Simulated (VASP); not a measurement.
A run of VASP 6.6.1:

The input INCAR:

```
ALGO = Normal
EDIFF = 1E-6
ENCUT = 520
GGA = PE
ISIF = 2
ISMEAR = -1
LASPH = T
LCHARG = F
LREAL = F
LWAVE = F
NBANDS = 26
NELM = 80
PREC = Accurate
SIGMA = 0.08
```

File KPOINTS:

```
k-points
0
Gamma
  9 9 12
```

The input POSCAR:

```
In
1.0
    4.3334917294      0.0000000000      0.0000000000
   -2.1667458647      3.7529139248      0.0000000000
    0.0000000000      0.0000000000      2.5833197494
In
3
Direct
    0.0000000000      0.0000000000      0.0000000000
    0.3333333333      0.6666666667      0.5000000000
    0.6666666667      0.3333333333      0.5000000000
```

Potentials or basis: VASP PAW PBE potentials, release 64 (In_d).

Launch:

```console
$ cat potpaw_PBE.64/In_d/POTCAR > POTCAR
$ mpirun -np 1 vasp_std > vasp.out
```

Hardware: 1 thread of Intel(R) Xeon(R) 6975P-C (Granite Rapids) (shared host).

Task: Estimate the wall time of this run.

Result: It took 24 s on 1 thread of Intel(R) Xeon(R) 6975P-C (Granite Rapids), with other jobs on the host, peak memory 0.19 GiB. Counts: scf iterations 12, k points 84.
